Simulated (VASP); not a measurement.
# Cd4SbO (F-43m) in VASP: notebook

The runs below take Cd4SbO through single point, with PBE.

Everything below comes from runs of VASP 6.6.1. Logs are shortened: lines on timing, memory, paths and dates and some standing lists are left out, and cuts for length are marked.

## 1. The cell of the first run

Symmetry: F-43m, No. 216, cubic system. Conventional cell: a = 8.075 Å, b = 8.075 Å, c = 8.075 Å, α = 90.00°, β = 90.00°, γ = 90.00°. Within 3.7 Å of Cd (site symmetry 3m) lie 6 Cd at 2.84 to 2.87 Å and 3 O at 3.35 Å and 3 Sb at 3.35 Å. Sb (site symmetry -43m) has 12 Cd at 3.35 Å and 4 O at 3.50 Å within 4.4 Å. Within 4.4 Å of O (site symmetry -43m) lie 12 Cd at 3.35 Å and 4 Sb at 3.50 Å.

The cell was generated, and may not be a known phase.

## 2. Single point, PBE

The input, INCAR:

```
SYSTEM = Cd4SbO
ALGO     = Fast           ! electronic algorithm
EDIFF    = 1E-7           ! SCF threshold, eV
ENCUT    = 520            ! plane-wave cutoff, eV
GGA      = PE             ! functional
ISIF     = 2              ! what is computed and relaxed
ISMEAR   = 0              ! smearing method
LASPH    = .True.         ! aspherical terms in the spheres
LCHARG   = .False.        ! write CHGCAR
LREAL    = .False.        ! projectors in reciprocal space
LWAVE    = .False.        ! write WAVECAR
NBANDS   = 38             ! bands
NELM     = 80             ! most SCF steps
PREC     = Accurate       ! precision mode
SIGMA    = 0.1            ! smearing width, eV
```

The input, KPOINTS:

```
k-points
0
Gamma
  4 4 4
  0 0 0
```

The input, POSCAR:

```
Cd4SbO
1.0
    0.0000000000      4.0373463498      4.0373463498
    4.0373463498      0.0000000000      4.0373463498
    4.0373463498      4.0373463498      0.0000000000
Cd Sb O
4 1 1
Direct
    0.1257648992      0.1257648992      0.1257648992
    0.1257648992      0.1257648992      0.6227053025
    0.1257648992      0.6227053025      0.1257648992
    0.6227053025      0.1257648992      0.1257648992
    0.7500000000      0.7500000000      0.7500000000
    0.5000000000      0.5000000000      0.5000000000
```

Potentials or basis: VASP PAW PBE potentials, release 64 (Cd, Sb, O).

Command:

```bash
$ cat potpaw_PBE.64/Cd/POTCAR potpaw_PBE.64/Sb/POTCAR potpaw_PBE.64/O/POTCAR > POTCAR
$ mpirun -np 1 vasp_std > vasp.out
```

OUTCAR:

```text
SYSTEM = Cd4SbO
   EDIFF = 1E-7
   ENCUT = 520
   GGA = PE
   ISIF = 2
   ISMEAR = 0
   LASPH = .True.
   LREAL = .False.
   NELM = 80
   PREC = Accurate

 ion  position               nearest neighbor table
   1  0.126  0.126  0.126-   2 2.84   3 2.84   4 2.84   2 2.87   3 2.87   4 2.87   5 3.35   5 3.35
                             5 3.35
   2  0.126  0.126  0.623-   1 2.84   3 2.84   4 2.84   1 2.87   3 2.87   4 2.87   5 3.35   5 3.35
                             5 3.35
   3  0.126  0.623  0.126-   1 2.84   2 2.84   4 2.84   2 2.87   1 2.87   4 2.87   5 3.35   5 3.35
                             5 3.35
   4  0.623  0.126  0.126-   1 2.84   2 2.84   3 2.84   1 2.87   2 2.87   3 2.87   5 3.35   5 3.35
                             5 3.35
   5  0.750  0.750  0.750-   3 3.35   4 3.35   2 3.35   4 3.35   2 3.35   3 3.35   1 3.35   1 3.35
                             1 3.35   2 3.35   3 3.35   4 3.35
   6  0.500  0.500  0.500-

  LATTYP: Found a face centered cubic cell.
 ALAT       =     8.0746926996

  Lattice vectors:

 A1 = (   0.0000000000,   4.0373463498,   4.0373463498)
 A2 = (   4.0373463498,   0.0000000000,   4.0373463498)
 A3 = (   4.0373463498,   4.0373463498,   0.0000000000)

Analysis of symmetry for initial positions (statically):
=====================================================================
 Subroutine PRICEL returns:
 Original cell was already a primitive cell.

 Routine SETGRP: Setting up the symmetry group for a
 face centered cubic supercell.

 Subroutine GETGRP returns: Found 24 space group operations
 (whereof 24 operations were pure point group operations)
 out of a pool of 48 trial point group operations.

The static configuration has the point symmetry T_d .

Analysis of symmetry for dynamics (positions and initial velocities):
=====================================================================
 Subroutine PRICEL returns:
 Original cell was already a primitive cell.

 Routine SETGRP: Setting up the symmetry group for a
 face centered cubic supercell.

 Subroutine GETGRP returns: Found 24 space group operations
 (whereof 24 operations were pure point group operations)
 out of a pool of 48 trial point group operations.

The dynamic configuration has the point symmetry T_d .

 Subroutine INISYM returns: Found 24 space group operations
 (whereof 24 operations are pure point group operations),
 and found     1 'primitive' translations

----------------------------------------------------------------------------------------

                                     Primitive cell

  volume of cell :     131.6188

  direct lattice vectors                    reciprocal lattice vectors
     0.000000000  4.037346350  4.037346350    -0.123843722  0.123843722  0.123843722
     4.037346350  0.000000000  4.037346350     0.123843722 -0.123843722  0.123843722
     4.037346350  4.037346350  0.000000000     0.123843722  0.123843722 -0.123843722

  length of vectors
     5.709669964  5.709669964  5.709669964     0.214503619  0.214503619  0.214503619

  position of ions in fractional coordinates (direct lattice)
     0.125764899  0.125764899  0.125764899
     0.125764899  0.125764899  0.622705303
     0.125764899  0.622705303  0.125764899
     0.622705303  0.125764899  0.125764899
     0.750000000  0.750000000  0.750000000
     0.500000000  0.500000000  0.500000000

  ion indices of the primitive-cell ions
   primitive index   ion index
                 1           1
                 2           2
                 3           3
                 4           4
                 5           5
                 6           6

----------------------------------------------------------------------------------------

 KPOINTS: k-points

Automatic generation of k-mesh.
 Grid dimensions read from file:
 generate k-points for:    4    4    4

 Generating k-lattice:

  Cartesian coordinates                     Fractional coordinates (reciprocal lattice)
    -0.030960931  0.030960931  0.030960931     0.250000000  0.000000000  0.000000000
     0.030960931 -0.030960931  0.030960931     0.000000000  0.250000000  0.000000000
     0.030960931  0.030960931 -0.030960931     0.000000000  0.000000000  0.250000000

  Length of vectors
     0.053625905  0.053625905  0.053625905

  Shift w.r.t. Gamma in fractional coordinates (k-lattice)
     0.000000000  0.000000000  0.000000000

 Subroutine IBZKPT returns following result:
 ===========================================

 Found      8 irreducible k-points:

 Following reciprocal coordinates:
            Coordinates               Weight
  0.000000  0.000000  0.000000      1.000000
  0.250000  0.000000  0.000000      8.000000
  0.500000  0.000000  0.000000      4.000000
  0.250000  0.250000  0.000000      6.000000
  0.500000  0.250000  0.000000     24.000000
 -0.250000  0.250000  0.000000     12.000000
  0.500000  0.500000  0.000000      3.000000
 -0.250000  0.500000  0.250000      6.000000
   k-points           NKPTS =      8   k-points in BZ     NKDIM =      8   number of bands    NBANDS=     38
   number of dos      NEDOS =    301   number of ions     NIONS =      6
   total plane-waves  NPLWV =  74088
   dimension x,y,z NGX =    42 NGY =   42 NGZ =   42
   dimension x,y,z NGXF=    84 NGYF=   84 NGZF=   84
   ions per type =               4   1   1
   NGX,Y,Z   is equivalent  to a cutoff of  12.23, 12.23, 12.23 a.u.
   NGXF,Y,Z  is equivalent  to a cutoff of  24.46, 24.46, 24.46 a.u.
 SYSTEM =  Cd4SbO
   PREC   = accura    normal or accurate (medium, high low for compatibility)
   ISTART =      0    job   : 0-new  1-cont  2-samecut
   ICHARG =      2    charge: 1-file 2-atom 10-const
   ISPIN  =      1    spin polarized calculation?
   LNONCOLLINEAR =      F non collinear calculations
   LSORBIT =      F    spin-orbit coupling
   LASPH  =      T    aspherical Exc in radial PAW
   ENCUT  =  520.0 eV  38.22 Ry    6.18 a.u.  10.62 10.62 10.62*2*pi/ulx,y,z
   NELM   =     80;   NELMIN=  2; NELMDL= -5     # of ELM steps
   EDIFF  = 0.1E-06   stopping-criterion for ELM
   LREAL  =      F    real-space projection
   EDIFFG = 0.1E-05   stopping-criterion for IOM
   NSW    =      0    number of steps for IOM
   IBRION =     -1    ionic relax: 0-MD 1-quasi-New 2-CG
   NFREE  =      0    steps in history (QN), initial steepest desc. (CG)
   ISIF   =      2    stress and relaxation
   ISYM   =      2    0-nonsym 1-usesym 2-fastsym
   POTIM  = 0.5000    time-step for ionic-motion
   TEBEG  =    0.0;   TEEND  =   0.0 temperature during run
   PSTRESS=    0.0 pullay stress
   NELECT =      59.0000    total number of electrons
   NUPDOWN=      -1.0000    fix difference up-down
   EMIN   =  10.00;   EMAX   =-10.00  energy-range for DOS
   EFERMI =   0.00;   METHOD = LEGACY
   ISMEAR =     0;   SIGMA  =   0.10  broadening in eV -4-tet -1-fermi 0-gaus
   EFERMI_NEDOS =   21; number of points for ismear=-14 and -15
   IALGO  =     68    algorithm
   IMIX   =      4    mixing-type and parameters
     AMIX     =   0.40;   BMIX     =  1.00
     AMIX_MAG =   1.60;   BMIX_MAG =  1.00
  volume/ion in A,a.u.               =      21.94       148.03
  Fermi-wavevector in a.u.,A,eV,Ry     =   1.252909  2.367655 21.358163  1.569781
  Thomas-Fermi vector in A             =   2.386787
   LORBIT       =      0    0 simple, 1 ext, 2 COOP (PROOUT), +10 PAW based schemes
   GGA     = PE    functional components
   LHFCALC =     F    Hartree Fock is set to
   AEXX    =    0.0000 exact exchange contribution
   IVDW    =     0    specifies the selected vdW correction
   LEPSILON=     F    determine dielectric tensor
   LRPA    =     F    only Hartree local field effects (RPA)
 non-spin polarized calculation
 RMM-DIIS sequential band-by-band and
 Gauss-broadening in eV      SIGMA  =   0.10
  energy-cutoff  :      520.00
  volume of cell :      131.62
 maximum number of plane-waves:      3582
   NGX = 21   NGY = 21   NGZ = 21

 number of electron      58.9999987 magnetization

 Free energy of the ion-electron system (eV)
  ---------------------------------------------------
  ext. energy  EPLUGINS =         0.00000000
  ---------------------------------------------------
  free energy    TOTEN  =       -10.25141294 eV

  energy without entropy =      -10.22855685  energy(sigma->0) =      -10.23998489

 E-fermi :   3.2234     XC(G=0): -10.3979

 val. band max:        3.2166152338   @ k =  -0.2500   0.2500   0.0000
 cond. band min:       3.2972342947   @ k =   0.5000   0.2500   0.0000
 fundamental gap:      0.0806190609
 Fermi energy:         3.2233510091

 k-point     1 :       0.0000    0.0000    0.0000
  band No.  band energies     occupation
      1     -12.1886      2.00000
      2      -7.7065      2.00000
      3      -6.9582      2.00000
      4      -6.9582      2.00000
      5      -6.9582      2.00000
      6      -6.7465      2.00000
[... 30 lines left out ...]
     37       6.7672      0.00000
     38       6.7672      0.00000

 k-point     2 :       0.2500    0.0000    0.0000
  band No.  band energies     occupation
      1     -12.1790      2.00000
      2      -7.5179      2.00000
      3      -6.9686      2.00000
      4      -6.8499      2.00000
      5      -6.8499      2.00000
      6      -6.7085      2.00000
[... 30 lines left out ...]
     37       7.9902      0.00000
     38       7.9902      0.00000

 k-point     3 :       0.5000    0.0000    0.0000
  band No.  band energies     occupation
      1     -12.1696      2.00000
      2      -7.3219      2.00000
      3      -6.8963      2.00000
      4      -6.7924      2.00000
      5      -6.7924      2.00000
      6      -6.6109      2.00000
[... 30 lines left out ...]
     37       8.7819      0.00000
[... 125 lines left out ...]
 k-point     7 :       0.5000    0.5000    0.0000
  band No.  band energies     occupation
      1     -12.1646      2.00000
      2      -6.9379      2.00000
      3      -6.9051      2.00000
      4      -6.7869      2.00000
      5      -6.5351      2.00000
      6      -6.4954      2.00000
[... 30 lines left out ...]
     37       8.8342      0.00000
     38       8.8342      0.00000

 k-point     8 :      -0.2500    0.5000    0.2500
  band No.  band energies     occupation
      1     -12.1644      2.00000
      2      -6.8501      2.00000
      3      -6.8345      2.00000
      4      -6.7871      2.00000
      5      -6.6947      2.00000
      6      -6.6533      2.00000
[... 30 lines left out ...]
     37       9.3087      0.00000
     38       9.7186      0.00000

------------------------ aborting loop because EDIFF is reached ----------------------------------------

  FORCE on cell =-STRESS in cart. coord.  units (eV):
  Direction    XX          YY          ZZ          XY          YZ          ZX
  --------------------------------------------------------------------------------------
  -------------------------------------------------------------------------------------
  Total        0.1030425      0.1030425      0.1030425      0.0000000      0.0000000     -0.0000000
  in kB        1.2543220      1.2543220      1.2543220      0.0000000      0.0000000     -0.0000000
  external PRESSURE =       1.2543220 kB  Pullay stress =       0.0000000 kB

 VOLUME and BASIS-vectors are now :
 -----------------------------------------------------------------------------
  energy-cutoff  :      520.00
  volume of cell :      131.62
      direct lattice vectors                 reciprocal lattice vectors
     0.000000000  4.037346350  4.037346350    -0.123843722  0.123843722  0.123843722
     4.037346350  0.000000000  4.037346350     0.123843722 -0.123843722  0.123843722
     4.037346350  4.037346350  0.000000000     0.123843722  0.123843722 -0.123843722

 POSITION                                       TOTAL-FORCE (eV/Angst)
 -----------------------------------------------------------------------------------
      1.01551      1.01551      1.01551        -0.003971     -0.003971     -0.003971
      3.02183      3.02183      1.01551         0.003971      0.003971     -0.003971
      3.02183      1.01551      3.02183         0.003971     -0.003971      0.003971
      1.01551      3.02183      3.02183        -0.003971      0.003971      0.003971
      6.05602      6.05602      6.05602         0.000000      0.000000      0.000000
      4.03735      4.03735      4.03735         0.000000      0.000000      0.000000
 -----------------------------------------------------------------------------------
    total drift:                                0.000000      0.000000      0.000000

  FREE ENERGIE OF THE ION-ELECTRON SYSTEM (eV)
  ---------------------------------------------------
  free  energy   TOTEN  =       -10.2514129353 eV

  energy  without entropy=      -10.2285568483  energy(sigma->0) =      -10.23998489
```

Run time: 40 s. Hardware: 1 thread of Oxide Virtual Turin-like, shared host; peak memory 0.24 GiB.

Results:

| Quantity | Value |
| --- | --- |
| Free energy | -10.2514 eV |
| Pressure | 0.1 GPa |
| Largest force | 0.007 eV/Å |
| Band gap on the k mesh | zero (an odd number of electrons rules out a gap without spin polarisation) |

Forces on the atoms (eV/Å):
```
Cd  -0.004 -0.004 -0.004
Cd   0.004  0.004 -0.004
Cd   0.004 -0.004  0.004
Cd  -0.004  0.004  0.004
Sb   0.000  0.000  0.000
O    0.000  0.000  0.000
```

Levels at points of the mesh, in eV from the Fermi level:
| k point | band 26 | band 27 | band 28 | band 29 | band 30 | band 31 | band 32 | band 33 | band 34 | band 35 |
| --- | --- | --- | --- | --- | --- | --- | --- | --- | --- | --- |
| (0.00, 0.00, 0.00) | -2.07 | -1.95 | -1.37 | -1.37 | -1.37 | 1.00 | 1.00 | 1.00 | 1.86 | 1.86 |
| (0.50, 0.00, 0.00) | -2.46 | -1.39 | -1.39 | -0.99 | -0.23 | 0.66 | 0.66 | 2.30 | 3.40 | 3.40 |
| (0.50, 0.50, 0.00) | -3.63 | -0.68 | -0.63 | -0.28 | -0.28 | 2.44 | 2.44 | 2.48 | 3.25 | 4.49 |

Caveat: spin-orbit coupling is left out, which moves the levels of the heavy elements; an odd number of electrons without spin polarisation forces a metal; a magnetic or distorted state may lie lower.

## 3. Single point, PBE

This run uses another cell than the first one, of 24.92 Å³/atom.

The input, INCAR:

```
PREC = Accurate ; ENCUT = 520
EDIFF = 1E-6 ; ISMEAR = 0
SIGMA = 0.1 ; LREAL = F
LASPH = T ; NELM = 80
ALGO = Fast ; ISIF = 2
LWAVE = F ; LCHARG = F
GGA = PE ; NBANDS = 38
```

The input, KPOINTS:

```
Automatic mesh
0
Gamma
  4 4 4
```

The input, POSCAR:

```
Cd4SbO
1.0
    0.0000000000      4.2129099600      4.2129099600
    4.2129099600      0.0000000000      4.2129099600
    4.2129099600      4.2129099600      0.0000000000
Cd Sb O
4 1 1
Direct
    0.1347715900      0.1347715900      0.1347715900
    0.1347715900      0.1347715900      0.5956852400
    0.1347715900      0.5956852400      0.1347715900
    0.5956852400      0.1347715900      0.1347715900
    0.7500000000      0.7500000000      0.7500000000
    0.5000000000      0.5000000000      0.5000000000
```

Potentials or basis: VASP PAW PBE potentials, release 64 (Cd, Sb, O).

Command:

```bash
$ cat potpaw_PBE.64/Cd/POTCAR potpaw_PBE.64/Sb/POTCAR potpaw_PBE.64/O/POTCAR > POTCAR
$ mpirun -np 1 vasp_std > vasp.out
```

Run time: 84 s. Hardware: 1 thread of Oxide Virtual Turin-like, shared host; peak memory 0.31 GiB.

It converged, with:

```
Free energy            : -9.4381 eV
Pressure               : -3.3 GPa
Largest force          : 1.992 eV/Å
Band gap on the k mesh : zero (an odd number of electrons rules out a gap without spin polarisation)
```

Forces in eV/Å, atoms in the order of the input:
```
Cd  -1.150 -1.150 -1.150
Cd   1.150  1.150 -1.150
Cd   1.150 -1.150  1.150
Cd  -1.150  1.150  1.150
Sb   0.000  0.000  0.000
O    0.000  0.000  0.000
```

Levels at points of the mesh, in eV from the Fermi level:
```
           k point  band 27  band 28  band 29  band 30  band 31  band 32  band 33  band 34
(0.00, 0.00, 0.00)    -1.43    -1.11    -1.11    -1.11     0.76     0.76     0.76     2.06
(0.50, 0.00, 0.00)    -1.24    -1.24    -0.88    -0.34     0.45     0.45     2.15     3.25
(0.50, 0.50, 0.00)    -0.56    -0.30    -0.20    -0.20     1.97     1.97     2.33     2.71
```

Caveat: the cell stands under tension; spin-orbit coupling is left out, which moves the levels of the heavy elements; an odd number of electrons without spin polarisation forces a metal; a magnetic or distorted state may lie lower.

## 4. Single point, PBE

This run uses another cell than the first one, of 21.86 Å³/atom.

The input, INCAR:

```
PREC = Accurate ; ENCUT = 520
EDIFF = 1E-6 ; ISMEAR = 0
SIGMA = 0.1 ; LREAL = False
LASPH = True ; NELM = 100
ALGO = Fast ; ISIF = 2
LWAVE = False ; LCHARG = False
GGA = PE ; NBANDS = 38
```

The input, KPOINTS:

```
regular mesh
0
Gamma
  8 8 8
```

The input, POSCAR:

```
Cd4SbO
1.0
    0.0000000000      4.0329387513      4.0329387513
    4.0329387513      0.0000000000      4.0329387513
    4.0329387513      4.0329387513      0.0000000000
Cd Sb O
4 1 1
Direct
    0.8742734062      0.3771797815      0.8742734062
    0.8742734062      0.8742734062      0.8742734062
    0.3771797815      0.8742734062      0.8742734062
    0.8742734062      0.8742734062      0.3771797815
    0.2500000000      0.2500000000      0.2500000000
    0.5000000000      0.5000000000      0.5000000000
```

Command:

```bash
$ cat potpaw_PBE.64/Cd/POTCAR potpaw_PBE.64/Sb/POTCAR potpaw_PBE.64/O/POTCAR > POTCAR
$ mpirun -np 1 vasp_std > vasp.out
```

It took 3.2 min on 1 thread of Oxide Virtual Turin-like, shared host; peak memory 0.29 GiB.

The run converged. Its results:

```yaml
Free_energy: -10.3746 eV
Pressure: 0.3 GPa
Largest_force: 0.007 eV/Å
Band_gap_on_the_k_mesh: zero (an odd number of electrons rules out a gap without spin polarisation)
```

Forces in eV/Å, atoms in the order of the input:
```
Cd  -0.004  0.004 -0.004
Cd   0.004  0.004  0.004
Cd   0.004 -0.004 -0.004
Cd  -0.004 -0.004  0.004
Sb   0.000  0.000  0.000
O    0.000  0.000  0.000
```

Levels at points of the mesh, in eV from the Fermi level:
```
           k point  band 27  band 28  band 29  band 30  band 31  band 32  band 33  band 34
(0.00, 0.00, 0.00)    -1.85    -1.30    -1.30    -1.30     1.11     1.11     1.11     1.96
(0.50, 0.00, 0.00)    -1.30    -1.30    -0.92    -0.14     0.75     0.75     2.40     3.51
(0.50, 0.50, 0.00)    -0.59    -0.56    -0.21    -0.21     2.55     2.55     2.59     3.36
```

Caveat: spin-orbit coupling is left out, which moves the levels of the heavy elements; an odd number of electrons without spin polarisation forces a metal; a magnetic or distorted state may lie lower.

## 5. Summary

```csv
cell,k mesh,further INCAR settings,gap on the mesh (eV),pressure (GPa),largest force (eV/Å)
"a = 5.710 Å, angles 60.0°, 6 atoms, atomic positions A",4 × 4 × 4,ALGO = Fast; EDIFF = 1e-07; NBANDS = 38,none,0.1,0.01
"a = 5.958 Å, angles 60.0°, 6 atoms, atomic positions B",4 × 4 × 4,ALGO = Fast; EDIFF = 1e-06; NBANDS = 38,none,-3.3,1.99
"a = 5.703 Å, angles 60.0°, 6 atoms, atomic positions A",8 × 8 × 8,ALGO = Fast; EDIFF = 1e-06; NBANDS = 38,none,0.3,0.01
```

Alike in all rows: task single point; level PBE; potentials or basis VASP PAW PBE potentials, release 64 (Cd, Sb, O); no spin polarisation; cutoff (eV) 520; smearing gaussian 0.1 eV.

Caveats: spin-orbit coupling is left out, which moves the levels of the heavy elements; an odd number of electrons without spin polarisation forces a metal; a magnetic or distorted state may lie lower; the cell stands under tension (at least some runs).

Absolute energies hang on the potentials; compare differences alone.

The gap in the log of VASP goes by the Fermi energy; the results here count the filled bands.